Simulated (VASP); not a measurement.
# In2O3 (R-3c) in VASP: relaxation of cell and atoms with PBE

Aim: the relaxation of cell and atoms of In2O3 with PBE.

Everything below comes from runs of VASP 6.6.1. Logs are shortened: lines on timing, memory, paths and dates and some standing lists are left out, and cuts for length are marked.

**1. The cell of the first run**

Symmetry: R-3c, No. 167, trigonal system. Conventional cell: a = 5.487 Å, b = 5.487 Å, c = 14.510 Å, α = 90.00°, β = 90.00°, γ = 120.00°. Within 2.8 Å of In (site symmetry 3) lie 6 O at 2.12 to 2.26 Å. O (site symmetry 2) has 4 In at 2.12 to 2.26 Å and 8 O at 2.83 to 3.10 Å within 3.1 Å.

**2. Relaxation of cell and atoms, PBE**

INCAR

```
PREC = Accurate
ENCUT = 600
EDIFF = 1E-7
ISMEAR = 0
SIGMA = 0.1
LREAL = False
LASPH = True
NELM = 120
ALGO = Normal
ISIF = 3
LWAVE = False
LCHARG = False
GGA = PE
IBRION = 2
NSW = 90
EDIFFG = -0.04
GGA_COMPAT = False
NELMIN = 4
```

KPOINTS

```
regular mesh
0
Gamma
  6 6 6
```

POSCAR

```
In2O3
1.0
    2.7434999600      1.5839604400      4.8366665800
   -2.7434999600      1.5839604400      4.8366665800
    0.0000000000     -3.1679208900      4.8366665800
In O
4 6
Direct
    0.3573100000      0.3573100000      0.3573100000
    0.1426900000      0.1426900000      0.1426900000
    0.6426900000      0.6426900000      0.6426900000
    0.8573100000      0.8573100000      0.8573100000
    0.5479999800      0.9520000200      0.2500000000
    0.2500000000      0.5479999800      0.9520000200
    0.9520000200      0.2500000000      0.5479999800
    0.4520000200      0.0479999800      0.7500000000
    0.7500000000      0.4520000200      0.0479999800
    0.0479999800      0.7500000000      0.4520000200
```

Potentials or basis: VASP PAW PBE potentials, release 64 (In_d, O).

Launch:

```bash
cat potpaw_PBE.64/In_d/POTCAR potpaw_PBE.64/O/POTCAR > POTCAR
mpirun -np 1 vasp_std > vasp.out
```

OUTCAR:

```text
PREC = Accurate
   ENCUT = 600
   EDIFF = 1E-7
   ISMEAR = 0
   LREAL = False
   LASPH = True
   NELM = 120
   ISIF = 3
   GGA = PE
   IBRION = 2
   NSW = 90
   EDIFFG = -0.04
   NELMIN = 4

 ion  position               nearest neighbor table
   1  0.357  0.357  0.357-  10 2.12   9 2.12   8 2.12   5 2.26   7 2.26   6 2.26   2 3.11   3 3.24
                             3 3.24   3 3.24   2 3.61   2 3.61   2 3.61   4 3.99   4 3.99   4 3.99
   2  0.143  0.143  0.143-   9 2.12  10 2.12   8 2.12   5 2.26   6 2.26   7 2.26   1 3.11   4 3.24
                             4 3.24   4 3.24   1 3.61   1 3.61   1 3.61   3 3.99   3 3.99   3 3.99
   3  0.643  0.643  0.643-   7 2.12   6 2.12   5 2.12   8 2.26  10 2.26   9 2.26   4 3.11   1 3.24
                             1 3.24   1 3.24   4 3.61   4 3.61   4 3.61   2 3.99   2 3.99   2 3.99
   4  0.857  0.857  0.857-   6 2.12   7 2.12   5 2.12   8 2.26   9 2.26  10 2.26   3 3.11   2 3.24
                             2 3.24   2 3.24   3 3.61   3 3.61   3 3.61   1 3.99   1 3.99   1 3.99
   5  0.548  0.952  0.250-   3 2.12   4 2.12   1 2.26   2 2.26
   6  0.250  0.548  0.952-   4 2.12   3 2.12   2 2.26   1 2.26
   7  0.952  0.250  0.548-   3 2.12   4 2.12   1 2.26   2 2.26
   8  0.452  0.048  0.750-   1 2.12   2 2.12   3 2.26   4 2.26
   9  0.750  0.452  0.048-   2 2.12   1 2.12   4 2.26   3 2.26
  10  0.048  0.750  0.452-   1 2.12   2 2.12   3 2.26   4 2.26

  LATTYP: Found a trigonal (rhomboedric) cell.
 ALAT       =     5.7817874669
 COS(alpha) =     0.5496857750

  Lattice vectors:

 A1 = (   2.7434999600,   1.5839604400,   4.8366665800)
 A2 = (  -2.7434999600,   1.5839604400,   4.8366665800)
 A3 = (   0.0000000000,  -3.1679208900,   4.8366665800)

Analysis of symmetry for initial positions (statically):
=====================================================================
 Subroutine PRICEL returns:
 Original cell was already a primitive cell.

 Routine SETGRP: Setting up the symmetry group for a
 trigonal (rhombohedral) supercell.

 Subroutine GETGRP returns: Found 12 space group operations
 (whereof  6 operations were pure point group operations)
 out of a pool of 12 trial point group operations.

The static configuration has the point symmetry S_6 .
 The point group associated with its full space group is D_3d.

Analysis of symmetry for dynamics (positions and initial velocities):
=====================================================================
 Subroutine PRICEL returns:
 Original cell was already a primitive cell.

 Routine SETGRP: Setting up the symmetry group for a
 trigonal (rhombohedral) supercell.

 Subroutine GETGRP returns: Found 12 space group operations
[... 131 lines left out ...]
   NELECT =      88.0000    total number of electrons
   NUPDOWN=      -1.0000    fix difference up-down
   EMIN   =  10.00;   EMAX   =-10.00  energy-range for DOS
   EFERMI =   0.00;   METHOD = LEGACY
   ISMEAR =     0;   SIGMA  =   0.10  broadening in eV -4-tet -1-fermi 0-gaus
   EFERMI_NEDOS =   21; number of points for ismear=-14 and -15
   IALGO  =     38    algorithm
   IMIX   =      4    mixing-type and parameters
     AMIX     =   0.40;   BMIX     =  1.00
     AMIX_MAG =   1.60;   BMIX_MAG =  1.00
  volume/ion in A,a.u.               =      12.61        85.10
  Fermi-wavevector in a.u.,A,eV,Ry     =   1.452068  2.744010 28.687887  2.108500
  Thomas-Fermi vector in A             =   2.569492
   LORBIT       =      0    0 simple, 1 ext, 2 COOP (PROOUT), +10 PAW based schemes
   GGA     = PE    functional components
   LHFCALC =     F    Hartree Fock is set to
   AEXX    =    0.0000 exact exchange contribution
   IVDW    =     0    specifies the selected vdW correction
   LEPSILON=     F    determine dielectric tensor
   LRPA    =     F    only Hartree local field effects (RPA)
 conjugate gradient relaxation of ions
 non-spin polarized calculation
 Gauss-broadening in eV      SIGMA  =   0.10
  energy-cutoff  :      600.00
  volume of cell :      126.11
 maximum number of plane-waves:      4227
 NGX is ok and might be reduce to    48
   NGX = 23   NGY = 23   NGZ = 23

--------------------------------------- Ionic step        1  -------------------------------------------

 number of electron      88.0000008 magnetization

 Free energy of the ion-electron system (eV)
  ---------------------------------------------------
  ext. energy  EPLUGINS =         0.00000000
  ---------------------------------------------------
  free energy    TOTEN  =       -55.30074175 eV

  energy without entropy =      -55.30074175  energy(sigma->0) =      -55.30074175

------------------------ aborting loop because EDIFF is reached ----------------------------------------

  FORCE on cell =-STRESS in cart. coord.  units (eV):
  Direction    XX          YY          ZZ          XY          YZ          ZX
  --------------------------------------------------------------------------------------
  -------------------------------------------------------------------------------------
  Total        7.3580737      7.3580737      6.1063705      0.0000000     -0.0000000      0.0000000
  in kB       93.4820062     93.4820066     77.5795122      0.0000000     -0.0000001      0.0000000
  external PRESSURE =      88.1811750 kB  Pullay stress =       0.0000000 kB
[... 163 lines left out ...]
--------------------------------------- Ionic step        5  -------------------------------------------

 number of electron      88.0000008 magnetization

 Free energy of the ion-electron system (eV)
  ---------------------------------------------------
  ext. energy  EPLUGINS =         0.00000000
  ---------------------------------------------------
  free energy    TOTEN  =       -55.47581235 eV

  energy without entropy =      -55.47581235  energy(sigma->0) =      -55.47581235

 E-fermi :   5.4804     XC(G=0): -10.9709

 val. band max:        5.0483696832   @ k =   0.3333   0.0000   0.0000
 cond. band min:       6.0000444330   @ k =   0.0000   0.0000   0.0000
 fundamental gap:      0.9516747498
 Fermi energy:         5.4804385884

 k-point     1 :       0.0000    0.0000    0.0000
  band No.  band energies     occupation
      1     -12.2884      2.00000
      2     -11.4908      2.00000
      3     -11.4908      2.00000
      4     -11.2958      2.00000
      5     -11.2958      2.00000
      6     -11.2087      2.00000
[... 1309 lines left out ...]
     51      13.6021      0.00000
     52      14.3009      0.00000

 [... further k-points ...]

------------------------ aborting loop because EDIFF is reached ----------------------------------------

  FORCE on cell =-STRESS in cart. coord.  units (eV):
  Direction    XX          YY          ZZ          XY          YZ          ZX
  --------------------------------------------------------------------------------------
  -------------------------------------------------------------------------------------
  Total        0.0159104      0.0159104      0.2223067     -0.0000000     -0.0000000      0.0000000
  in kB        0.1922944      0.1922944      2.6868104     -0.0000000     -0.0000000      0.0000000
  external PRESSURE =       1.0237997 kB  Pullay stress =       0.0000000 kB
[... 25 lines left out ...]
  FREE ENERGIE OF THE ION-ELECTRON SYSTEM (eV)
  ---------------------------------------------------
  free  energy   TOTEN  =       -55.4758123476 eV

  energy  without entropy=      -55.4758123476  energy(sigma->0) =      -55.47581235

 reached required accuracy - stopping structural energy minimisation
```

OSZICAR:

```text
N       E                     dE             d eps       ncg     rms          rms(c)
DAV:   1     0.135310560888E+04    0.13531E+04   -0.45533E+04  3344   0.269E+03
DAV:   2     0.225022552232E+03   -0.11281E+04   -0.10931E+04  3448   0.710E+02
DAV:   3    -0.412630251685E+02   -0.26629E+03   -0.25895E+03  3684   0.299E+02
[... 54 lines left out ...]
DAV:   3    -0.554758614269E+02    0.10531E-03   -0.21582E-04  5112   0.104E-01    0.597E-02
DAV:   4    -0.554758116345E+02    0.49792E-04   -0.59642E-05  5536   0.902E-02    0.123E-02
DAV:   5    -0.554758125504E+02   -0.91582E-06   -0.20856E-05  4284   0.310E-02    0.901E-03
DAV:   6    -0.554758123321E+02    0.21824E-06   -0.84571E-07  4076   0.783E-03    0.421E-03
DAV:   7    -0.554758123476E+02   -0.15474E-07   -0.11096E-07  1944   0.282E-03
   5 F= -.55475812E+02 E0= -.55475812E+02  d E =-.112679E-02
```

It took 12 min on 1 thread of Intel Xeon 6975P-C (Granite Rapids), shared host; peak memory 0.45 GiB.

Results:

| Property | Result |
| --- | --- |
| Free energy | -55.4758 eV |
| Relaxed volume | 13.26 Å³/atom |
| Relaxed cell | a = 5.875 Å, b = 5.875 Å, c = 5.875 Å, α = 56.73°, β = 56.73°, γ = 56.73° |
| Space group after relaxing (to 0.1 Å) | R-3c (No. 167) |
| Energy gained by relaxing | 17.5 meV/atom |
| Ionic steps | 5 |
| Pressure after relaxing | 0.1 GPa |
| Largest force after relaxing | 0.029 eV/Å |
| Band gap on the k mesh | 0.95 eV (least direct gap 1.03 eV) |

Forces on the atoms (eV/Å):
```
In   0.000  0.000 -0.009
In   0.000  0.000  0.009
In   0.000  0.000  0.009
In   0.000  0.000 -0.009
O   -0.029  0.000  0.000
O    0.015 -0.025  0.000
O    0.015  0.025  0.000
O    0.029  0.000  0.000
O   -0.015  0.025  0.000
O   -0.015 -0.025  0.000
```

Step by step:
```tsv
step	energy change (eV)	largest force (eV/Å)	pressure (GPa)	volume (Å³)
1	0.0000	0.1390	8.82	126.11
2	-0.0296	0.0726	-6.66	139.20
3	-0.1740	0.0658	-0.07	132.69
4	-0.1739	0.0670	0.08	132.56
5	-0.1751	0.0292	0.10	132.56
```

Final structure:
```
In O
1.0
     2.79115    1.61147    4.91213
    -2.79115    1.61147    4.91213
     0.00000   -3.22294    4.91213
In O
4 6
Direct
  0.35723 0.35723 0.35723
  0.14277 0.14277 0.14277
  0.64277 0.64277 0.64277
  0.85723 0.85723 0.85723
  0.54686 0.95314 0.25000
  0.25000 0.54686 0.95314
  0.95314 0.25000 0.54686
  0.45314 0.04686 0.75000
  0.75000 0.45314 0.04686
  0.04686 0.75000 0.45314
```

Caveat: spin-orbit coupling is left out, which moves the levels of the heavy elements. Zero-point motion and thermal expansion aren't in these numbers.
